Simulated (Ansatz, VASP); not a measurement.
CoSi2 in VASP and in Ansatz

The input INCAR:

```
PREC     = Accurate       # precision mode
ENCUT    = 520            # plane-wave cutoff, eV
EDIFF    = 1E-6           # SCF threshold, eV
ISMEAR   = 0              # smearing method
SIGMA    = 0.15           # smearing width, eV
LREAL    = F              # projectors in reciprocal space
LASPH    = T              # aspherical terms in the spheres
NELM     = 60             # most SCF steps
ALGO     = Normal         # electronic algorithm
ISIF     = 2              # what is computed and relaxed
LWAVE    = F              # write WAVECAR
LCHARG   = T              # write CHGCAR
GGA      = PE             # functional
LELF     = T              # ELF
LVHAR    = T            
NBANDS   = 16             # bands
```

File KPOINTS:

```
Automatic mesh
0
Gamma
  16 16 16
```

POSCAR

```
CoSi2
1.0
    0.0000000000      2.6799390597      2.6799390597
    2.6799390597      0.0000000000      2.6799390597
    2.6799390597      2.6799390597      0.0000000000
Co Si
1 2
Direct
    0.0000000000      0.0000000000      0.0000000000
    0.2338424422      0.2338424422      0.2338424422
    0.7661575578      0.7661575578      0.7661575578
```

Input for Ansatz:

```yaml
crystal:
  lattice:
    - [0.0, 2.6799390597, 2.6799390597]
    - [2.6799390597, 0.0, 2.6799390597]
    - [2.6799390597, 2.6799390597, 0.0]
  atoms:
    - { symbol: Co, position: [0.0, 0.0, 0.0] }
    - { symbol: Si, position: [0.2338424422, 0.2338424422, 0.2338424422] }
    - { symbol: Si, position: [0.7661575578, 0.7661575578, 0.7661575578] }
basis:
  ecutwfc: 420
kpoints:
  mp_grid: { grid: [16, 16, 16] }
hamiltonian:
  xc: pbe
scf:
  occupations: { method: gaussian, width: 0.15 }
output:
  forces: true
  stress: true
  eigenvalues: true
```

Change from the starting cell: mode 4 (324.9 1/cm) frozen in, largest displacement +0.150 Å.

Alike in both runs: task single point; functional PBE; k mesh 16 × 16 × 16; occupations gaussian, width 0.15 eV; no spin polarisation.

|  | VASP | Ansatz |
| --- | --- | --- |
| version | VASP 6.6.1 | Ansatz 0.2.0 |
| potentials or method | VASP PAW PBE potentials, release 64 (Co, Si), cutoff 520 eV | scalar-relativistic, plane waves, PAW |
| valence electrons in the cell | 17 | 25 |

```csv
,VASP,Ansatz,Ansatz less VASP
gap on the k mesh at the Fermi level (eV),none,none,-
pressure (GPa),3.7,3.9,+0.16
"traceless stress, the component that is largest in VASP (GPa)",7.84,7.82,-0.012
rms of the force components (eV/Å),0.905,0.907,+0.0016
```

Atom by atom the forces differ by 0.002 eV/Å (rms over components). A gap of «none» marks a metal or a gap that the smearing closes. The functional is the same, so the differences come from potentials, cutoffs and numerics. VASP's potentials hold 17 valence electrons a cell and Ansatz's 25, so a difference there can come from the potentials and not from the codes.
